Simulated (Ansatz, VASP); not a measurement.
Te in VASP and in Ansatz

INCAR

```
PREC = Accurate ; ENCUT = 520
EDIFF = 1E-6 ; ISMEAR = -1
SIGMA = 0.1 ; LREAL = False
LASPH = True ; NELM = 100
ALGO = Normal ; ISIF = 2
LWAVE = False ; LCHARG = True
GGA = RP ; LELF = True
LVHAR = True ; NBANDS = 13
```

File KPOINTS:

```
Automatic mesh
0
Gamma
  9 9 9
```

File POSCAR:

```
Te
1.0
    0.0000000000      3.4863654353      3.4863654353
    3.4863654353      0.0000000000      3.4863654353
    3.4863654353      3.4863654353      0.0000000000
Te
2
Direct
    0.1250000000      0.1250000000      0.1250000000
    0.8750000000      0.8750000000      0.8750000000
```

Input for Ansatz:

```yaml
crystal:
  lattice:
    - [0.0, 3.4863654353, 3.4863654353]
    - [3.4863654353, 0.0, 3.4863654353]
    - [3.4863654353, 3.4863654353, 0.0]
  atoms:
    - { symbol: Te, position: [0.125, 0.125, 0.125] }
    - { symbol: Te, position: [0.875, 0.875, 0.875] }
hamiltonian:
  xc: rpbe
  pseudopotentials:
    kind: paw
    azcp:
      Te: "pseudopotentials/Te.paw.azcp"
basis:
  ecutwfc: 420
  fft_grid_basis: typed
kpoints:
  mp_grid: { grid: [9, 9, 9], shift: [0, 0, 0] }
magnetization:
  spin_polarized: false
scf:
  occupations: { method: fermi_dirac, width: 0.1 }
  lower_state_search: "off"
output:
  stress: true
```

Alike in both runs: task single point; functional RPBE; k mesh 9 × 9 × 9; occupations fermi-dirac, width 0.1 eV; no spin polarisation.

|  | VASP | Ansatz |
| --- | --- | --- |
| version | VASP 6.6.1 | Ansatz 0.2.0 |
| potentials or method | VASP PAW PBE potentials, release 64 (Te), cutoff 520 eV | plane waves (420 eV) with PAW, scalar-relativistic |
| valence electrons in the cell | 12 | 32 |

|  | VASP | Ansatz | Ansatz less VASP |
| --- | --- | --- | --- |
| pressure (GPa) | 4.0 | 4.0 | +0.04 |

VASP's potentials were made for PBE, not for RPBE. VASP's potentials hold 12 valence electrons a cell and Ansatz's 32, so a difference there can come from the potentials and not from the codes.

Neither program's run includes spin-orbit coupling.
